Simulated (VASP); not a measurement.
# Mo in VASP: single point with PBEsol

Aim: the single point of Mo with PBEsol.

Program: VASP 6.6.1. These are calculated values, not measurements. Logs are shortened: lines on timing, memory, paths and dates and some standing lists are left out, and cuts for length are marked.

## 1. The cell of the first run

The typed cell holds 8 atoms: a = 5.411 Å, b = 5.192 Å, c = 5.423 Å, α = 121.48°, β = 70.62°, γ = 99.98°.

## 2. Single point, PBEsol

INCAR reads:

```
SYSTEM = Mo
PREC = Accurate
ENCUT = 500
EDIFF = 1E-6
ISMEAR = 0
SIGMA = 0.15
LREAL = .FALSE.
LASPH = .TRUE.
NELM = 120
ALGO = Normal
ISIF = 2
LWAVE = .FALSE.
LCHARG = .TRUE.
GGA = PS
LELF = .TRUE.
LVHAR = .TRUE.
NBANDS = 66
GGA_COMPAT = .FALSE.
```

KPOINTS reads:

```
regular mesh
0
G
  8 6 6
  0 0 0
```

POSCAR reads:

```
Mo
1.0
   -0.4341141378     -0.7519147702     -5.3413090071
    5.1692576305      0.0972682831      0.4777097211
   -2.6688656194     -4.6225915021     -0.9554261392
Mo
8
Direct
    0.3750027805      0.0000070997      0.0000070636
    0.8750018709      0.0000108448      0.0000109846
    0.1249950352      0.5000011413     -0.0000201028
    0.6249798875      0.5000001642      0.0000045843
    0.3750103978     -0.0000080179      0.4999990409
    0.8750063373     -0.0000107744      0.5000028410
    0.1249969824      0.5000000261      0.4999957251
    0.6250067080      0.4999995163      0.4999998633
```

Potentials or basis: VASP PAW PBE potentials, release 64 (Mo_sv).

Run with:

```bash
cat potpaw_PBE.64/Mo_sv/POTCAR > POTCAR
mpirun -np 1 vasp_std > vasp.out
```

OUTCAR:

```text
SYSTEM = Mo
   PREC = Accurate
   ENCUT = 500
   EDIFF = 1E-6
   ISMEAR = 0
   LREAL = .FALSE.
   LASPH = .TRUE.
   NELM = 120
   ISIF = 2
   GGA = PS

 ion  position               nearest neighbor table
   1  0.375  0.000  0.000-   2 2.71   2 2.71   5 2.71   5 2.71   4 2.71   7 2.71   3 2.71   8 2.71
                             4 3.13   8 3.13   7 3.13   3 3.13   6 3.13   6 3.13
   2  0.875  0.000  0.000-   1 2.71   1 2.71   6 2.71   6 2.71   8 2.71   3 2.71   7 2.71   4 2.71
                             7 3.13   3 3.13   8 3.13   4 3.13   5 3.13   5 3.13
   3  0.125  0.500  1.000-   4 2.71   4 2.71   7 2.71   7 2.71   6 2.71   1 2.71   2 2.71   5 2.71
                             6 3.13   2 3.13   1 3.13   5 3.13   8 3.13   8 3.13
   4  0.625  0.500  0.000-   3 2.71   3 2.71   8 2.71   8 2.71   5 2.71   1 2.71   6 2.71   2 2.71
                             5 3.13   1 3.13   2 3.13   6 3.13   7 3.13   7 3.13
   5  0.375  1.000  0.500-   6 2.71   6 2.71   1 2.71   1 2.71   4 2.71   7 2.71   3 2.71   8 2.71
                             4 3.13   8 3.13   3 3.13   7 3.13   2 3.13   2 3.13
   6  0.875  1.000  0.500-   5 2.71   5 2.71   2 2.71   2 2.71   8 2.71   3 2.71   7 2.71   4 2.71
                             7 3.13   3 3.13   4 3.13   8 3.13   1 3.13   1 3.13
   7  0.125  0.500  0.500-   8 2.71   8 2.71   3 2.71   3 2.71   1 2.71   5 2.71   2 2.71   6 2.71
                             6 3.13   2 3.13   1 3.13   5 3.13   4 3.13   4 3.13
   8  0.625  0.500  0.500-   7 2.71   7 2.71   4 2.71   4 2.71   2 2.71   6 2.71   5 2.71   1 2.71
                             5 3.13   1 3.13   2 3.13   6 3.13   3 3.13   3 3.13

  LATTYP: Found a base centered monoclinic cell.
 ALAT       =     5.4225487547
 B/A-ratio  =     1.6332059510
 C/A-ratio  =     0.9979467760
 COS(beta)  =    -0.3318472450

  Lattice vectors:

 A1 = (  -2.5003920111,   4.5253232190,   0.4777164181)
 A2 = (   5.1692576305,   0.0972682831,   0.4777097211)
 A3 = (  -0.4341141378,  -0.7519147702,  -5.3413090071)

Analysis of symmetry for initial positions (statically):
=====================================================================
 Subroutine PRICEL returns:
 Original cell was already a primitive cell.

 Routine SETGRP: Setting up the symmetry group for a
 base centered monoclinic supercell.

 Subroutine GETGRP returns: Found  1 space group operations
 (whereof  1 operations were pure point group operations)
 out of a pool of  4 trial point group operations.

The static configuration has the point symmetry C_1 .

Analysis of symmetry for dynamics (positions and initial velocities):
=====================================================================
 Subroutine PRICEL returns:
 Original cell was already a primitive cell.

 Routine SETGRP: Setting up the symmetry group for a
 base centered monoclinic supercell.

 Subroutine GETGRP returns: Found  1 space group operations
 (whereof  1 operations were pure point group operations)
 out of a pool of  4 trial point group operations.

The dynamic configuration has the point symmetry C_1 .

 Subroutine INISYM returns: Found  1 space group operations
 (whereof  1 operations are pure point group operations),
 and found     1 'primitive' translations

----------------------------------------------------------------------------------------

                                     Primitive cell

  volume of cell :     122.5727

  direct lattice vectors                    reciprocal lattice vectors
    -0.434114138 -0.751914770 -5.341309007     0.017257708  0.029891650 -0.192830594
     5.169257630  0.097268283  0.477709721     0.195576068 -0.112916414  0.000000222
    -2.668865619 -4.622591502 -0.955426139     0.001308146 -0.223567053  0.031365997

  length of vectors
     5.411415047  5.192195311  5.422548755     0.195895322  0.225832050  0.225760413

  position of ions in fractional coordinates (direct lattice)
     0.375002780  0.000007100  0.000007064
     0.875001871  0.000010845  0.000010985
     0.124995035  0.500001141  0.999979897
     0.624979887  0.500000164  0.000004584
     0.375010398  0.999991982  0.499999041
     0.875006337  0.999989226  0.500002841
     0.124996982  0.500000026  0.499995725
     0.625006708  0.499999516  0.499999863

  ion indices of the primitive-cell ions
   primitive index   ion index
                 1           1
                 2           2
                 3           3
                 4           4
                 5           5
                 6           6
                 7           7
                 8           8

----------------------------------------------------------------------------------------

 KPOINTS: regular mesh

Automatic generation of k-mesh.
 Grid dimensions read from file:
 generate k-points for:    8    6    6

 Generating k-lattice:

  Cartesian coordinates                     Fractional coordinates (reciprocal lattice)
     0.002157214  0.003736456 -0.024103824     0.125000000  0.000000000  0.000000000
     0.032596011 -0.018819402  0.000000037     0.000000000  0.166666667 -0.000000000
     0.000218024 -0.037261175  0.005227666     0.000000000 -0.000000000  0.166666667

  Length of vectors
     0.024486915  0.037638675  0.037626736

  Shift w.r.t. Gamma in fractional coordinates (k-lattice)
     0.000000000  0.000000000  0.000000000

 Subroutine IBZKPT returns following result:
 ===========================================

 Found    148 irreducible k-points:

 Following reciprocal coordinates:
            Coordinates               Weight
  0.000000  0.000000  0.000000      1.000000
  0.125000  0.000000  0.000000      2.000000
  0.250000  0.000000  0.000000      2.000000
  0.375000  0.000000  0.000000      2.000000
  0.500000  0.000000  0.000000      1.000000
 -0.000000  0.166667 -0.000000      2.000000
[... 16 lines left out ...]
  0.125000  0.500000  0.000000      2.000000
  0.250000  0.500000 -0.000000      2.000000
 [... further k-points ...]
   k-points           NKPTS =    148   k-points in BZ     NKDIM =    148   number of bands    NBANDS=     66
   number of dos      NEDOS =    301   number of ions     NIONS =      8
   total plane-waves  NPLWV =  64000
   dimension x,y,z NGX =    40 NGY =   40 NGZ =   40
   dimension x,y,z NGXF=    80 NGYF=   80 NGZF=   80
   ions per type =               8
   NGX,Y,Z   is equivalent  to a cutoff of  12.29, 12.81, 12.26 a.u.
   NGXF,Y,Z  is equivalent  to a cutoff of  24.58, 25.61, 24.53 a.u.
 SYSTEM =  Mo
   PREC   = accura    normal or accurate (medium, high low for compatibility)
   ISTART =      0    job   : 0-new  1-cont  2-samecut
   ICHARG =      2    charge: 1-file 2-atom 10-const
   ISPIN  =      1    spin polarized calculation?
   LNONCOLLINEAR =      F non collinear calculations
   LSORBIT =      F    spin-orbit coupling
   LASPH  =      T    aspherical Exc in radial PAW
   ENCUT  =  500.0 eV  36.75 Ry    6.06 a.u.   9.87  9.47  9.89*2*pi/ulx,y,z
   NELM   =    120;   NELMIN=  2; NELMDL= -5     # of ELM steps
   EDIFF  = 0.1E-05   stopping-criterion for ELM
   LREAL  =      F    real-space projection
   EDIFFG = 0.1E-04   stopping-criterion for IOM
   NSW    =      0    number of steps for IOM
   IBRION =     -1    ionic relax: 0-MD 1-quasi-New 2-CG
   NFREE  =      0    steps in history (QN), initial steepest desc. (CG)
   ISIF   =      2    stress and relaxation
   ISYM   =      2    0-nonsym 1-usesym 2-fastsym
   POTIM  = 0.5000    time-step for ionic-motion
   TEBEG  =    0.0;   TEEND  =   0.0 temperature during run
   PSTRESS=    0.0 pullay stress
   NELECT =     112.0000    total number of electrons
   NUPDOWN=      -1.0000    fix difference up-down
   EMIN   =  10.00;   EMAX   =-10.00  energy-range for DOS
   EFERMI =   0.00;   METHOD = LEGACY
   ISMEAR =     0;   SIGMA  =   0.15  broadening in eV -4-tet -1-fermi 0-gaus
   EFERMI_NEDOS =   21; number of points for ismear=-14 and -15
   IALGO  =     38    algorithm
   IMIX   =      4    mixing-type and parameters
     AMIX     =   0.40;   BMIX     =  1.00
     AMIX_MAG =   1.60;   BMIX_MAG =  1.00
  volume/ion in A,a.u.               =      15.32       103.40
  Fermi-wavevector in a.u.,A,eV,Ry     =   1.588606  3.002030 34.336607  2.523669
  Thomas-Fermi vector in A             =   2.687584
   LORBIT       =      0    0 simple, 1 ext, 2 COOP (PROOUT), +10 PAW based schemes
   GGA     = PS    functional components
   LHFCALC =     F    Hartree Fock is set to
   AEXX    =    0.0000 exact exchange contribution
   IVDW    =     0    specifies the selected vdW correction
   LEPSILON=     F    determine dielectric tensor
   LRPA    =     F    only Hartree local field effects (RPA)
 non-spin polarized calculation
 Gauss-broadening in eV      SIGMA  =   0.15
  energy-cutoff  :      500.00
  volume of cell :      122.57
 maximum number of plane-waves:      3135
   NGX = 19   NGY = 19   NGZ = 19

 number of electron     111.9999987 magnetization

 Free energy of the ion-electron system (eV)
  ---------------------------------------------------
  ext. energy  EPLUGINS =         0.00000000
  ---------------------------------------------------
  free energy    TOTEN  =       -94.29048921 eV

  energy without entropy =      -94.24407551  energy(sigma->0) =      -94.26728236

 E-fermi :  12.7867     XC(G=0): -13.6418

 val. band max:       12.7698374279   @ k =  -0.2500   0.5000  -0.1667
 cond. band min:      12.7929648326   @ k =  -0.1250   0.0000   0.3333
 fundamental gap:      0.0231274047
 Fermi energy:        12.7867402539

 k-point     1 :       0.0000    0.0000    0.0000
  band No.  band energies     occupation
      1     -48.4041      2.00000
      2     -48.1161      2.00000
      3     -48.1161      2.00000
      4     -48.1160      2.00000
      5     -48.1138      2.00000
      6     -48.1137      2.00000
[... 58 lines left out ...]
     65      14.5266      0.00000
     66      14.5429      0.00000

 k-point     2 :       0.1250    0.0000    0.0000
  band No.  band energies     occupation
      1     -48.3960      2.00000
      2     -48.1480      2.00000
      3     -48.1131      2.00000
      4     -48.1123      2.00000
      5     -48.1122      2.00000
      6     -48.0907      2.00000
[... 58 lines left out ...]
     65      14.4835      0.00000
     66      14.4846      0.00000

 k-point     3 :       0.2500    0.0000    0.0000
  band No.  band energies     occupation
      1     -48.3724      2.00000
      2     -48.1915      2.00000
      3     -48.1054      2.00000
      4     -48.1013      2.00000
      5     -48.1012      2.00000
      6     -48.0794      2.00000
[... 1438 lines left out ...]
     65      14.7826      0.00000
     66      14.7871      0.00000

 k-point    24 :       0.2500    0.5000   -0.0000
  band No.  band energies     occupation
      1     -48.2405      2.00000
      2     -48.2404      2.00000
      3     -48.1396      2.00000
      4     -48.1354      2.00000
      5     -48.1353      2.00000
      6     -48.1206      2.00000
[... 58 lines left out ...]
     65      15.0079      0.00000
     66      15.0250      0.00000

 [... further k-points ...]

------------------------ aborting loop because EDIFF is reached ----------------------------------------

  FORCE on cell =-STRESS in cart. coord.  units (eV):
  Direction    XX          YY          ZZ          XY          YZ          ZX
  --------------------------------------------------------------------------------------
  -------------------------------------------------------------------------------------
  Total        0.4213910      0.4543073      0.4785365      0.0279020      0.0132744      0.0077911
  in kB        5.5081029      5.9383592      6.2550647      0.3647140      0.1735129      0.1018398
  external PRESSURE =       5.9005089 kB  Pullay stress =       0.0000000 kB

 VOLUME and BASIS-vectors are now :
 -----------------------------------------------------------------------------
  energy-cutoff  :      500.00
  volume of cell :      122.57
      direct lattice vectors                 reciprocal lattice vectors
    -0.434114138 -0.751914770 -5.341309007     0.017257708  0.029891650 -0.192830594
     5.169257630  0.097268283  0.477709721     0.195576068 -0.112916414  0.000000222
    -2.668865619 -4.622591502 -0.955426139     0.001308146 -0.223567053  0.031365997

 POSITION                                       TOTAL-FORCE (eV/Angst)
 -----------------------------------------------------------------------------------
     -0.16278     -0.28200     -2.00301        -0.000030      0.000364      0.000346
     -0.37982     -0.65798     -4.67366        -0.000223      0.000695      0.000192
     -0.13844     -4.66785     -1.38419        -0.000646     -0.001121     -0.000416
      2.31330     -0.42132     -3.09936         0.000125      0.000213     -0.001372
      3.67199     -2.49600     -2.00305         0.000428      0.000145      0.000812
      3.45491     -2.87197     -4.67369         0.000844      0.000324      0.000510
      1.19594     -2.35663     -0.90650        -0.000433     -0.000537     -0.000289
      0.97887     -2.73261     -3.57721        -0.000063     -0.000083      0.000216
 -----------------------------------------------------------------------------------
    total drift:                                0.000006     -0.000001      0.000008

  FREE ENERGIE OF THE ION-ELECTRON SYSTEM (eV)
  ---------------------------------------------------
  free  energy   TOTEN  =       -94.2904892072 eV

  energy  without entropy=      -94.2440755133  energy(sigma->0) =      -94.26728236
```

Run time: 23 min. Hardware: 1 thread of Oxide Virtual Turin-like, shared host; peak memory 0.73 GiB.

What came out:

* Free energy: -94.2905 eV
* Pressure: 0.6 GPa
* Band gap on the k mesh: zero (bands 56 and 57 overlap by 2.26 eV)

Levels at points of the mesh, in eV from the Fermi level:
```tsv
k point	band 54	band 55	band 56	band 57	band 58	band 59
(0.00, 0.00, 0.00)	-0.80	0.31	0.31	1.33	1.33	1.67
(0.50, 0.00, 0.00)	-2.01	-1.59	-1.59	0.70	0.70	0.79
(0.00, 0.50, 0.00)	1.10	1.17	1.17	1.35	1.36	1.70
(0.50, 0.50, 0.00)	-1.75	-0.63	-0.63	1.04	1.04	1.04
(0.00, 0.00, 0.50)	-1.61	-0.79	-0.79	0.31	0.31	1.10
(0.00, 0.50, 0.50)	-1.61	-0.79	-0.79	0.31	0.31	1.10
(0.50, 0.00, 0.50)	-1.52	-0.65	-0.65	-0.16	-0.16	0.06
(0.50, 0.50, 0.50)	-1.52	-0.65	-0.65	-0.16	-0.16	0.06
```

Caveat: the PAW data sets were made with another functional, which shifts forces and pressure a little.

The gap in the log of VASP goes by the Fermi energy; the results here count the filled bands.